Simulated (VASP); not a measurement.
# Al2InN3 (Cmc2_1) in VASP: a series of runs

The runs below take Al2InN3 through single point, with PBE.

Everything below comes from runs of VASP 6.6.1. Logs are shortened: lines on timing, memory, paths and dates and some standing lists are left out, and cuts for length are marked.

### 1 The cell of the first run

It takes space group Cmc2_1 (No. 36, orthorhombic). Conventional cell: a = 10.227 Å, b = 5.882 Å, c = 5.115 Å, α = 90.00°, β = 90.00°, γ = 90.00°. Al (site symmetry 1) has 4 N at 1.92 to 1.97 Å within 2.5 Å. In (site symmetry m) has 5 N at 2.23 to 2.89 Å within 2.9 Å. N (site symmetry 1) has 3 Al at 1.92 to 1.95 Å and 1 In at 2.23 Å within 2.5 Å. Within 2.6 Å of N (site symmetry m) lie 2 Al at 1.97 Å and 2 In at 2.23 to 2.26 Å.

### 2 Single point, PBE (biaxial strain in the a-b plane: +4.0 %, then relaxed in part)

Contents of INCAR:

```
ALGO = Normal
EDIFF = 1E-7
ENCUT = 520
GGA = PE
ISIF = 2
ISMEAR = 0
LASPH = T
LCHARG = F
LREAL = F
LWAVE = F
NBANDS = 46
NELM = 100
PREC = Accurate
SIGMA = 0.02
```

Contents of KPOINTS:

```
k-points
0
Gamma
  6 6 6
```

Contents of POSCAR:

```
Al2InN3
1.0
    5.1136838893     -2.9408336575      0.0000000000
    5.1136838893      2.9408336575      0.0000000000
    0.0000000000      0.0000000000      5.1153637532
Al In N
4 2 6
Direct
    0.0093261431      0.3342402734      0.9884154322
    0.6657597266      0.9906738569      0.9884154322
    0.9906738569      0.6657597266      0.4884154322
    0.3342402734      0.0093261431      0.4884154322
    0.3224672876      0.6775327124      0.9756227106
    0.6775327124      0.3224672876      0.4756227106
    0.0366437325      0.3342490358      0.3623888473
    0.6657509642      0.9633562675      0.3623888473
    0.9633562675      0.6657509642      0.8623888473
    0.3342490358      0.0366437325      0.8623888473
    0.2968696151      0.7031303849      0.4107687003
    0.7031303849      0.2968696151      0.9107687003
```

Potentials or basis: VASP PAW PBE potentials, release 64 (Al, In_d, N).

Run with:

```console
cat potpaw_PBE.64/Al/POTCAR potpaw_PBE.64/In_d/POTCAR potpaw_PBE.64/N/POTCAR > POTCAR
mpirun -np 1 vasp_std > vasp.out
```

OUTCAR:

```text
EDIFF = 1E-7
   ENCUT = 520
   GGA = PE
   ISIF = 2
   ISMEAR = 0
   LASPH = T
   LREAL = F
   NELM = 100
   PREC = Accurate

 ion  position               nearest neighbor table
   1  0.009  0.334  0.988-   7 1.92   9 1.94  10 1.95  12 1.97   3 3.19   3 3.19   6 3.19   4 3.19
                             4 3.19   6 3.29   2 3.35   2 3.35   5 3.35   5 3.36   5 3.50
   2  0.666  0.991  0.988-   8 1.92  10 1.94   9 1.95  12 1.97   4 3.19   4 3.19   6 3.19   3 3.19
                             3 3.19   6 3.29   1 3.35   1 3.35   5 3.35   5 3.36   5 3.50
   3  0.991  0.666  0.488-   9 1.92   7 1.94   8 1.95  11 1.97   1 3.19   1 3.19   5 3.19   2 3.19
                             2 3.19   5 3.29   4 3.35   4 3.35   6 3.35   6 3.36   6 3.50
   4  0.334  0.009  0.488-  10 1.92   8 1.94   7 1.95  11 1.97   2 3.19   2 3.19   5 3.19   1 3.19
                             1 3.19   5 3.29   3 3.35   3 3.35   6 3.35   6 3.36   6 3.50
   5  0.322  0.678  0.976-   9 2.23  10 2.23  11 2.23  12 2.26  11 2.89   4 3.19   3 3.19   4 3.29
                             3 3.29   6 3.30   6 3.30   1 3.35   2 3.35   1 3.36   2 3.36   2 3.50
   6  0.678  0.322  0.476-   8 2.23   7 2.23  12 2.23  11 2.26  12 2.89   2 3.19   1 3.19   2 3.29
                             1 3.29   5 3.30   5 3.30   4 3.35   3 3.35   3 3.36   4 3.36   4 3.50
   7  0.037  0.334  0.362-   1 1.92   3 1.94   4 1.95   6 2.23
   8  0.666  0.963  0.362-   2 1.92   4 1.94   3 1.95   6 2.23
   9  0.963  0.666  0.862-   3 1.92   1 1.94   2 1.95   5 2.23
  10  0.334  0.037  0.862-   4 1.92   2 1.94   1 1.95   5 2.23
  11  0.297  0.703  0.411-   3 1.97   4 1.97   5 2.23   6 2.26   5 2.89
  12  0.703  0.297  0.911-   1 1.97   2 1.97   6 2.23   5 2.26   6 2.89

  LATTYP: Found a base centered orthorhombic cell.
 ALAT       =     5.8816673150
 B/A-ratio  =     1.7388551972
 C/A-ratio  =     0.8697132087

  Lattice vectors:

 A1 = (  -5.1136838893,  -2.9408336575,   0.0000000000)
 A2 = (   5.1136838893,  -2.9408336575,   0.0000000000)
 A3 = (   0.0000000000,   0.0000000000,   5.1153637532)

Analysis of symmetry for initial positions (statically):
=====================================================================
 Subroutine PRICEL returns:
 Original cell was already a primitive cell.

 Routine SETGRP: Setting up the symmetry group for a
 base centered orthorhombic supercell.

 Subroutine GETGRP returns: Found  4 space group operations
 (whereof  2 operations were pure point group operations)
 out of a pool of  8 trial point group operations.

The static configuration has the point symmetry C_1h.
 The point group associated with its full space group is C_2v.

Analysis of symmetry for dynamics (positions and initial velocities):
=====================================================================
 Subroutine PRICEL returns:
 Original cell was already a primitive cell.

 Routine SETGRP: Setting up the symmetry group for a
 base centered orthorhombic supercell.

 Subroutine GETGRP returns: Found  4 space group operations
 (whereof  2 operations were pure point group operations)
 out of a pool of  8 trial point group operations.

The dynamic configuration has the point symmetry C_1h.
 The point group associated with its full space group is C_2v.

 Subroutine INISYM returns: Found  4 space group operations
 (whereof  2 operations are pure point group operations),
 and found     1 'primitive' translations

----------------------------------------------------------------------------------------

                                     Primitive cell

  volume of cell :     153.8547

  direct lattice vectors                    reciprocal lattice vectors
     5.113683889 -2.940833657  0.000000000     0.097776869 -0.170019817  0.000000000
     5.113683889  2.940833657  0.000000000     0.097776869  0.170019817  0.000000000
     0.000000000  0.000000000  5.115363753     0.000000000  0.000000000  0.195489519

  length of vectors
     5.899005469  5.899005469  5.115363753     0.196130197  0.196130197  0.195489519

  position of ions in fractional coordinates (direct lattice)
     0.009326143  0.334240273  0.988415432
     0.665759727  0.990673857  0.988415432
     0.990673857  0.665759727  0.488415432
     0.334240273  0.009326143  0.488415432
     0.322467288  0.677532712  0.975622711
     0.677532712  0.322467288  0.475622711
     0.036643733  0.334249036  0.362388847
     0.665750964  0.963356268  0.362388847
     0.963356268  0.665750964  0.862388847
     0.334249036  0.036643733  0.862388847
     0.296869615  0.703130385  0.410768700
     0.703130385  0.296869615  0.910768700

  ion indices of the primitive-cell ions
   primitive index   ion index
                 1           1
                 2           2
                 3           3
                 4           4
                 5           5
                 6           6
                 7           7
                 8           8
                 9           9
                10          10
                11          11
                12          12

----------------------------------------------------------------------------------------

 KPOINTS: k-points

Automatic generation of k-mesh.
 Grid dimensions read from file:
 generate k-points for:    6    6    6

 Generating k-lattice:

  Cartesian coordinates                     Fractional coordinates (reciprocal lattice)
     0.016296145 -0.028336636  0.000000000     0.166666667  0.000000000  0.000000000
     0.016296145  0.028336636  0.000000000     0.000000000  0.166666667  0.000000000
     0.000000000  0.000000000  0.032581587     0.000000000  0.000000000  0.166666667

  Length of vectors
     0.032688366  0.032688366  0.032581587

  Shift w.r.t. Gamma in fractional coordinates (k-lattice)
     0.000000000  0.000000000  0.000000000

 Subroutine IBZKPT returns following result:
 ===========================================

 Found     52 irreducible k-points:

 Following reciprocal coordinates:
            Coordinates               Weight
  0.000000  0.000000  0.000000      1.000000
  0.166667  0.000000  0.000000      4.000000
  0.333333 -0.000000  0.000000      4.000000
  0.500000 -0.000000  0.000000      2.000000
  0.166667  0.166667  0.000000      2.000000
  0.333333  0.166667  0.000000      4.000000
[... 16 lines left out ...]
  0.333333  0.333333  0.166667      4.000000
  0.500000  0.333333  0.166667      8.000000
 [... further k-points ...]
   k-points           NKPTS =     52   k-points in BZ     NKDIM =     52   number of bands    NBANDS=     46
   number of dos      NEDOS =    301   number of ions     NIONS =     12
   total plane-waves  NPLWV =  92160
   dimension x,y,z NGX =    48 NGY =   48 NGZ =   40
   dimension x,y,z NGXF=    96 NGYF=   96 NGZF=   80
   ions per type =               4   2   6
   NGX,Y,Z   is equivalent  to a cutoff of  13.53, 13.53, 13.00 a.u.
   NGXF,Y,Z  is equivalent  to a cutoff of  27.05, 27.05, 26.00 a.u.
 SYSTEM =  unknown system
   PREC   = accura    normal or accurate (medium, high low for compatibility)
   ISTART =      0    job   : 0-new  1-cont  2-samecut
   ICHARG =      2    charge: 1-file 2-atom 10-const
   ISPIN  =      1    spin polarized calculation?
   LNONCOLLINEAR =      F non collinear calculations
   LSORBIT =      F    spin-orbit coupling
   LASPH  =      T    aspherical Exc in radial PAW
   ENCUT  =  520.0 eV  38.22 Ry    6.18 a.u.  10.97 10.97  9.51*2*pi/ulx,y,z
   NELM   =    100;   NELMIN=  2; NELMDL= -5     # of ELM steps
   EDIFF  = 0.1E-06   stopping-criterion for ELM
   LREAL  =      F    real-space projection
   EDIFFG = 0.1E-05   stopping-criterion for IOM
   NSW    =      0    number of steps for IOM
   IBRION =     -1    ionic relax: 0-MD 1-quasi-New 2-CG
   NFREE  =      0    steps in history (QN), initial steepest desc. (CG)
   ISIF   =      2    stress and relaxation
   ISYM   =      2    0-nonsym 1-usesym 2-fastsym
   POTIM  = 0.5000    time-step for ionic-motion
   TEBEG  =    0.0;   TEEND  =   0.0 temperature during run
   PSTRESS=    0.0 pullay stress
   NELECT =      68.0000    total number of electrons
   NUPDOWN=      -1.0000    fix difference up-down
   EMIN   =  10.00;   EMAX   =-10.00  energy-range for DOS
   EFERMI =   0.00;   METHOD = LEGACY
   ISMEAR =     0;   SIGMA  =   0.02  broadening in eV -4-tet -1-fermi 0-gaus
   EFERMI_NEDOS =   21; number of points for ismear=-14 and -15
   IALGO  =     38    algorithm
   IMIX   =      4    mixing-type and parameters
     AMIX     =   0.40;   BMIX     =  1.00
     AMIX_MAG =   1.60;   BMIX_MAG =  1.00
  volume/ion in A,a.u.               =      12.82        86.52
  Fermi-wavevector in a.u.,A,eV,Ry     =   1.247022  2.356530 21.157935  1.555064
  Thomas-Fermi vector in A             =   2.381173
   LORBIT       =      0    0 simple, 1 ext, 2 COOP (PROOUT), +10 PAW based schemes
   GGA     = PE    functional components
   LHFCALC =     F    Hartree Fock is set to
   AEXX    =    0.0000 exact exchange contribution
   IVDW    =     0    specifies the selected vdW correction
   LEPSILON=     F    determine dielectric tensor
   LRPA    =     F    only Hartree local field effects (RPA)
 non-spin polarized calculation
 Gauss-broadening in eV      SIGMA  =   0.02
  energy-cutoff  :      520.00
  volume of cell :      153.85
 maximum number of plane-waves:      4171
 NGX is ok and might be reduce to    48
   NGX = 21   NGY = 21   NGZ = 19

 number of electron      68.0000008 magnetization

 Free energy of the ion-electron system (eV)
  ---------------------------------------------------
  ext. energy  EPLUGINS =         0.00000000
  ---------------------------------------------------
  free energy    TOTEN  =       -80.34884361 eV

  energy without entropy =      -80.34884361  energy(sigma->0) =      -80.34884361

 E-fermi :   5.9043     XC(G=0): -10.6129

 val. band max:        5.7643899210   @ k =   0.0000   0.0000   0.0000
 cond. band min:       7.4211650366   @ k =   0.0000   0.0000   0.0000
 fundamental gap:      1.6567751156
 Fermi energy:         5.9043090992

 k-point     1 :       0.0000    0.0000    0.0000
  band No.  band energies     occupation
      1      -8.8216      2.00000
      2      -8.4429      2.00000
      3      -8.1537      2.00000
      4      -7.9474      2.00000
      5      -7.9040      2.00000
      6      -7.7433      2.00000
[... 1165 lines left out ...]
     45      14.2395      0.00000
     46      14.3719      0.00000

 [... further k-points ...]
[... 5 lines left out ...]
  --------------------------------------------------------------------------------------
  -------------------------------------------------------------------------------------
  Total      -12.0839620    -11.8809693     -0.0319815      0.0000000      0.0000000      0.0000000
  in kB     -125.8372087   -123.7233295     -0.3330419      0.0000000      0.0000000      0.0000000
  external PRESSURE =     -83.2978600 kB  Pullay stress =       0.0000000 kB

 VOLUME and BASIS-vectors are now :
 -----------------------------------------------------------------------------
  energy-cutoff  :      520.00
  volume of cell :      153.85
      direct lattice vectors                 reciprocal lattice vectors
     5.113683889 -2.940833657  0.000000000     0.097776869 -0.170019817  0.000000000
     5.113683889  2.940833657  0.000000000     0.097776869  0.170019817  0.000000000
     0.000000000  0.000000000  5.115363753     0.000000000  0.000000000  0.195489519

 POSITION                                       TOTAL-FORCE (eV/Angst)
 -----------------------------------------------------------------------------------
      1.75689      0.95552      5.05610        -0.000054      0.000214     -0.000025
      8.47048      0.95552      5.05610         0.000054      0.000214     -0.000025
      8.47048     -0.95552      2.49842         0.000054     -0.000214     -0.000025
      1.75689     -0.95552      2.49842        -0.000054     -0.000214     -0.000025
      5.11368      1.04419      4.99067         0.000000     -0.001776     -0.009353
      5.11368     -1.04419      2.43298         0.000000      0.001776     -0.009353
      1.89663      0.87521      1.85375         0.020603     -0.010604     -0.006917
      8.33074      0.87521      1.85375        -0.020603     -0.010604     -0.006917
      8.33074     -0.87521      4.41143        -0.020603      0.010604     -0.006917
      1.89663     -0.87521      4.41143         0.020603      0.010604     -0.006917
      5.11368      1.19475      2.10123         0.000000      0.023422      0.023236
      5.11368     -1.19475      4.65891         0.000000     -0.023422      0.023236
 -----------------------------------------------------------------------------------
    total drift:                                0.000000     -0.000000     -0.001738

  FREE ENERGIE OF THE ION-ELECTRON SYSTEM (eV)
  ---------------------------------------------------
  free  energy   TOTEN  =       -80.3488436071 eV

  energy  without entropy=      -80.3488436071  energy(sigma->0) =      -80.34884361
```

Wall time 14 min (1 thread of Intel Xeon 8259CL, shared host); peak memory 0.48 GiB.

What came out:

- Free energy: -80.3488 eV
- Pressure: -8.3 GPa
- Largest force: 0.033 eV/Å
- Band gap on the k mesh: 1.66 eV

Forces on the atoms (eV/Å):
```
Al   0.000  0.000  0.000
Al   0.000  0.000  0.000
Al   0.000  0.000  0.000
Al   0.000  0.000  0.000
In   0.000 -0.002 -0.009
In   0.000  0.002 -0.009
N    0.021 -0.011 -0.007
N   -0.021 -0.011 -0.007
N   -0.021  0.011 -0.007
N    0.021  0.011 -0.007
N    0.000  0.023  0.023
N    0.000 -0.023  0.023
```

Stress tensor (GPa, compression positive):
```
-12.58   0.00   0.00
  0.00 -12.37   0.00
  0.00   0.00  -0.03
```

Caveat: the cell differs from its parent crystal (biaxial strain in the a-b plane: +4.0 %, then relaxed in part); the stress differs along the axes, from -13 to -0 GPa; spin-orbit coupling is left out, which moves the levels of the heavy elements.

### 3 Single point, PBE (biaxial strain in the a-b plane: +4.0 %)

Contents of INCAR:

```
PREC = Accurate
ENCUT = 520
EDIFF = 1E-7
ISMEAR = 0
SIGMA = 0.02
LREAL = F
LASPH = T
NELM = 80
ALGO = Normal
ISIF = 2
LWAVE = F
LCHARG = F
GGA = PE
NBANDS = 46
```

Contents of KPOINTS:

```
regular mesh
0
Gamma
  6 6 6
```

Contents of POSCAR:

```
Al2InN3
1.0
    5.1136838893     -2.9408336575      0.0000000000
    5.1136838893      2.9408336575      0.0000000000
    0.0000000000      0.0000000000      5.1234215473
Al In N
4 2 6
Direct
    0.0087729487      0.3345011830      0.9901393190
    0.6654988170      0.9912270513      0.9901393190
    0.9912270513      0.6654988170      0.4901393190
    0.3345011830      0.0087729487      0.4901393190
    0.3224703332      0.6775296668      0.9813676664
    0.6775296668      0.3224703332      0.4813676664
    0.0366078215      0.3339613162      0.3590620185
    0.6660386838      0.9633921785      0.3590620185
    0.9633921785      0.6660386838      0.8590620185
    0.3339613162      0.0366078215      0.8590620185
    0.2975800402      0.7024199598      0.4082296285
    0.7024199598      0.2975800402      0.9082296285
```

Potentials or basis: VASP PAW PBE potentials, release 64 (Al, In_d, N).

Run with:

```console
cat potpaw_PBE.64/Al/POTCAR potpaw_PBE.64/In_d/POTCAR potpaw_PBE.64/N/POTCAR > POTCAR
mpirun -np 1 vasp_std > vasp.out
```

It took 14 min on 1 thread of Intel Xeon 8259CL, shared host; peak memory 0.49 GiB.

The run converged. Its results:

* Free energy: -80.3242 eV
* Pressure: -8.1 GPa
* Largest force: 0.298 eV/Å
* Band gap on the k mesh: 1.70 eV

Forces in eV/Å, atoms in the order of the input:
```
Al   0.023 -0.013 -0.270
Al  -0.023 -0.013 -0.270
Al  -0.023  0.013 -0.270
Al   0.023  0.013 -0.270
In   0.000  0.028 -0.278
In   0.000 -0.028 -0.278
N    0.041 -0.019  0.294
N   -0.041 -0.019  0.294
N   -0.041  0.019  0.294
N    0.041  0.019  0.294
N    0.000  0.060  0.230
N    0.000 -0.060  0.230
```

Stress tensor (GPa, compression positive):
```
-13.28   0.00   0.00
  0.00 -12.99   0.00
  0.00   0.00   1.86
```

Levels at points of the mesh, in eV from the valence-band top:
| k point | band 31 | band 32 | band 33 | band 34 | band 35 | band 36 | band 37 | band 38 |
| --- | --- | --- | --- | --- | --- | --- | --- | --- |
| (0.00, 0.00, 0.00) | -0.95 | -0.28 | -0.26 | 0.00 | 1.70 | 3.53 | 5.36 | 5.59 |
| (0.50, 0.00, 0.00) | -0.82 | -0.68 | -0.62 | -0.43 | 3.68 | 3.82 | 5.34 | 5.70 |
| (0.50, 0.50, 0.00) | -0.74 | -0.73 | -0.48 | -0.46 | 3.38 | 4.12 | 4.98 | 5.61 |
| (0.00, 0.00, 0.50) | -0.64 | -0.64 | -0.14 | -0.14 | 3.77 | 3.77 | 6.46 | 6.46 |
| (0.50, 0.00, 0.50) | -1.06 | -1.06 | -0.45 | -0.45 | 4.14 | 4.14 | 5.16 | 5.16 |
| (0.50, 0.50, 0.50) | -1.08 | -1.08 | -0.53 | -0.53 | 4.41 | 4.41 | 5.08 | 5.08 |

Caveat: the cell differs from its parent crystal (biaxial strain in the a-b plane: +4.0 %); the stress differs along the axes, from -13 to 2 GPa; spin-orbit coupling is left out, which moves the levels of the heavy elements.
